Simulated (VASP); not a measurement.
# TaW4 (I4/m) in VASP: single point with PBE

Aim: the single point of TaW4 with PBE.

All numbers are computed with VASP 6.6.1; they aren't measurements. Logs are shortened: lines on timing, memory, paths and dates and some standing lists are left out, and cuts for length are marked.

## (1) The cell of the first run

It takes space group I4/m (No. 87, tetragonal). The conventional cell has a = 6.038 Å, b = 6.038 Å, c = 4.634 Å, α = 90.00°, β = 90.00°, γ = 90.00°. Within 3.6 Å of Ta (site symmetry 4/m) lie 12 W at 2.77 to 2.98 Å. Within 3.5 Å of W (site symmetry m) lie 9 W at 2.66 to 3.08 Å and 3 Ta at 2.77 to 2.98 Å.

## (2) Single point, PBE

Input file POSCAR:

```
TaW4
1.0
   -3.0191099275      3.0191099275      2.3168258832
    3.0191099275     -3.0191099275      2.3168258832
    3.0191099275      3.0191099275     -2.3168258832
Ta W
1 4
Direct
    0.0000000000      0.0000000000      0.0000000000
    0.4115562765      0.7983064771      0.2098627536
    0.5884437235      0.2016935229      0.7901372464
    0.2016935229      0.4115562765      0.6132497993
    0.7983064771      0.5884437235      0.3867502007
```

Input file INCAR.step1:

```
ALGO = Normal
EDIFF = 1E-6
ENCUT = 400
GGA = PE
GGA_COMPAT = False
ISIF = 2
ISMEAR = 0
LASPH = True
LCHARG = True
LMAXMIX = 4
LORBIT = 11
LREAL = False
LWAVE = False
NBANDS = 42
NEDOS = 2001
NELM = 120
PREC = Accurate
SIGMA = 0.1
```

Input file KPOINTS.step1:

```
k-points
0
Gamma
  10 10 10
```

Input file INCAR.step2:

```
ALGO = Normal
EDIFF = 1E-6
ENCUT = 400
GGA = PE
GGA_COMPAT = False
ICHARG = 11
ISIF = 2
ISMEAR = -5
LASPH = True
LCHARG = False
LMAXMIX = 4
LORBIT = 10
LREAL = False
LWAVE = False
NBANDS = 42
NEDOS = 2001
NELM = 120
PREC = Accurate
SIGMA = 0.1
```

Input file KPOINTS.step2:

```
k-points
0
Gamma
  15 15 15
```

Potentials or basis: VASP PAW PBE potentials, release 64 (Ta_pv, W_sv).

Started as:

```sh
$ cat potpaw_PBE.64/Ta_pv/POTCAR potpaw_PBE.64/W_sv/POTCAR > POTCAR
$ cp INCAR.step1 INCAR
$ cp KPOINTS.step1 KPOINTS
$ mpirun -np 1 vasp_std > vasp.out
$ cp INCAR.step2 INCAR
$ cp KPOINTS.step2 KPOINTS
$ mpirun -np 1 vasp_std > vasp.out
```

OUTCAR:

```text
EDIFF = 1E-6
   ENCUT = 400
   GGA = PE
   ICHARG = 11
   ISIF = 2
   ISMEAR = -5
   LASPH = True
   LORBIT = 10
   LREAL = False
   NELM = 120
   PREC = Accurate

 ion  position               nearest neighbor table
   1  0.000  0.000  0.000-   4 2.77   5 2.77   3 2.77   2 2.77   2 2.98   3 2.98   3 2.98   2 2.98
                             5 2.98   4 2.98   4 2.98   5 2.98
   2  0.412  0.798  0.210-   5 2.66   4 2.66   3 2.66   1 2.77   1 2.98   1 2.98   4 2.98   5 2.98
                             4 2.98   5 2.98   3 3.08   3 3.08
   3  0.588  0.202  0.790-   4 2.66   5 2.66   2 2.66   1 2.77   1 2.98   1 2.98   5 2.98   4 2.98
                             5 2.98   4 2.98   2 3.08   2 3.08
   4  0.202  0.412  0.613-   3 2.66   2 2.66   5 2.66   1 2.77   1 2.98   1 2.98   2 2.98   3 2.98
                             2 2.98   3 2.98   5 3.08   5 3.08
   5  0.798  0.588  0.387-   2 2.66   3 2.66   4 2.66   1 2.77   1 2.98   1 2.98   3 2.98   2 2.98
                             3 2.98   2 2.98   4 3.08   4 3.08

  LATTYP: Found a body centered tetragonal cell.
 ALAT       =     6.0382198550
 C/A-ratio  =     0.7673870574

  Lattice vectors:

 A1 = (  -3.0191099275,   3.0191099275,   2.3168258832)
 A2 = (   3.0191099275,  -3.0191099275,   2.3168258832)
 A3 = (   3.0191099275,   3.0191099275,  -2.3168258832)

Analysis of symmetry for initial positions (statically):
=====================================================================
 Subroutine PRICEL returns:
 Original cell was already a primitive cell.

 Routine SETGRP: Setting up the symmetry group for a
 body centered tetragonal supercell.

 Subroutine GETGRP returns: Found  8 space group operations
 (whereof  8 operations were pure point group operations)
 out of a pool of 16 trial point group operations.

The static configuration has the point symmetry C_4h.

Analysis of symmetry for dynamics (positions and initial velocities):
=====================================================================
 Subroutine PRICEL returns:
 Original cell was already a primitive cell.

 Routine SETGRP: Setting up the symmetry group for a
 body centered tetragonal supercell.

 Subroutine GETGRP returns: Found  8 space group operations
 (whereof  8 operations were pure point group operations)
 out of a pool of 16 trial point group operations.

The dynamic configuration has the point symmetry C_4h.

[... 107 lines left out ...]
   LREAL  =      F    real-space projection
[... 7 lines left out ...]
   TEBEG  =    0.0;   TEEND  =   0.0 temperature during run
   PSTRESS=    0.0 pullay stress
   NELECT =      67.0000    total number of electrons
   NUPDOWN=      -1.0000    fix difference up-down
   EMIN   =  10.00;   EMAX   =-10.00  energy-range for DOS
   EFERMI =   0.00;   METHOD = LEGACY
   ISMEAR =    -5;   SIGMA  =   0.10  broadening in eV -4-tet -1-fermi 0-gaus
   EFERMI_NEDOS =   21; number of points for ismear=-14 and -15
   IALGO  =     38    algorithm
   IMIX   =      4    mixing-type and parameters
     AMIX     =   0.40;   BMIX     =  1.00
     AMIX_MAG =   1.60;   BMIX_MAG =  1.00
  volume/ion in A,a.u.               =      16.89       114.01
  Fermi-wavevector in a.u.,A,eV,Ry     =   1.515407  2.863704 31.245222  2.296459
  Thomas-Fermi vector in A             =   2.624935
   LORBIT       =     10    0 simple, 1 ext, 2 COOP (PROOUT), +10 PAW based schemes
   GGA     = PE    functional components
   LHFCALC =     F    Hartree Fock is set to
   AEXX    =    0.0000 exact exchange contribution
   IVDW    =     0    specifies the selected vdW correction
   LEPSILON=     F    determine dielectric tensor
   LRPA    =     F    only Hartree local field effects (RPA)
 non-spin polarized calculation
 Fermi weights with tetrahedron method with Bloechl corrections
  energy-cutoff  :      400.00
  volume of cell :       84.47
 maximum number of plane-waves:      1556

 number of electron      67.0000004 magnetization

 Free energy of the ion-electron system (eV)
  ---------------------------------------------------
  ext. energy  EPLUGINS =         0.00000000
  ---------------------------------------------------
  free energy    TOTEN  =       -62.22758327 eV

  energy without entropy =      -62.22758327  energy(sigma->0) =      -62.22758327

 E-fermi :   9.5995     XC(G=0): -13.1996

 val. band max:        9.6474815578   @ k =  -0.0667  -0.3333  -0.0667
 cond. band min:       9.5374966777   @ k =  -0.3333  -0.3333   0.2667
 fundamental gap:     -0.1099848801
 Fermi energy:         9.5994522951

 k-point     1 :       0.0000    0.0000    0.0000
  band No.  band energies     occupation
      1     -64.3509      2.00000
      2     -64.2342      2.00000
      3     -64.2341      2.00000
      4     -64.2268      2.00000
      5     -29.0503      2.00000
      6     -28.9698      2.00000
[... 1069 lines left out ...]
     41      12.7355      0.00000
     42      13.2905      0.00000

 [... further k-points ...]

------------------------ aborting loop because EDIFF is reached ----------------------------------------

  FORCE on cell =-STRESS in cart. coord.  units (eV):
  Direction    XX          YY          ZZ          XY          YZ          ZX
  --------------------------------------------------------------------------------------
  -------------------------------------------------------------------------------------
  Total        0.1466593      0.1466593      0.1253973     -0.0000002      0.0000000      0.0000000
  in kB        2.7816918      2.7816918      2.3784140     -0.0000031      0.0000000      0.0000000
  external PRESSURE =       2.6472658 kB  Pullay stress =       0.0000000 kB

 VOLUME and BASIS-vectors are now :
 -----------------------------------------------------------------------------
  energy-cutoff  :      400.00
  volume of cell :       84.47
      direct lattice vectors                 reciprocal lattice vectors
    -3.019109928  3.019109928  2.316825883     0.000000000  0.165611724  0.215812506
     3.019109928 -3.019109928  2.316825883     0.165611724  0.000000000  0.215812506
     3.019109928  3.019109928 -2.316825883     0.165611724  0.165611724  0.000000000

 POSITION                                       TOTAL-FORCE (eV/Angst)
 -----------------------------------------------------------------------------------
      0.00000      0.00000      0.00000         0.000000      0.000000      0.000000
      1.80124     -0.53404      2.31683         0.003247     -0.005219     -0.000000
      1.21787      3.55315      0.00000        -0.003247      0.005219      0.000000
      2.48507      1.21787      0.00000        -0.005219     -0.003247     -0.000000
      0.53404      1.80124      2.31683         0.005219      0.003247      0.000000
 -----------------------------------------------------------------------------------
    total drift:                               -0.000000     -0.000000      0.000000

  FREE ENERGIE OF THE ION-ELECTRON SYSTEM (eV)
  ---------------------------------------------------
  free  energy   TOTEN  =       -62.2275832692 eV

  energy  without entropy=      -62.2275832692  energy(sigma->0) =      -62.22758327

 total charge

# of ion       s       p       d       tot
------------------------------------------
    1        0.368   6.209   2.333   8.910
    2        2.408   6.305   3.324  12.037
    3        2.408   6.305   3.324  12.037
    4        2.408   6.305   3.324  12.037
    5        2.408   6.305   3.324  12.037
--------------------------------------------------
tot         10.001  31.428  15.629  57.059
```

OUTCAR.step1:

```text
EDIFF = 1E-6
   ENCUT = 400
   GGA = PE
   ISIF = 2
   ISMEAR = 0
   LASPH = True
   LORBIT = 11
[... 1323 lines left out ...]

  FREE ENERGIE OF THE ION-ELECTRON SYSTEM (eV)
  ---------------------------------------------------
  free  energy   TOTEN  =       -62.2315909026 eV

  energy  without entropy=      -62.2175088526  energy(sigma->0) =      -62.22454988

 total charge

# of ion       s       p       d       tot
------------------------------------------
    1        0.368   6.207   2.335   8.911
    2        2.408   6.304   3.327  12.039
    3        2.408   6.304   3.327  12.039
    4        2.408   6.304   3.327  12.039
    5        2.408   6.304   3.327  12.039
--------------------------------------------------
tot         10.000  31.423  15.642  57.065
```

Run time: 23 min. Hardware: 1 thread of Intel Xeon 8259CL, shared host; peak memory 0.89 GiB.

Results:

```
Valence electrons inside the program's atomic spheres : Ta 8.91; W 12.04
```

Levels at points of the mesh, in eV from the Fermi level:
```
           k point  band 31  band 32  band 33  band 34  band 35  band 36  band 37  band 38
(0.00, 0.00, 0.00)    -1.57    -1.29    -1.24     0.06     0.58     0.58     2.04     2.04
```

Caveat: spin-orbit coupling is left out, which moves the levels of the heavy elements; tetrahedron occupations give inexact forces and stress in metals.
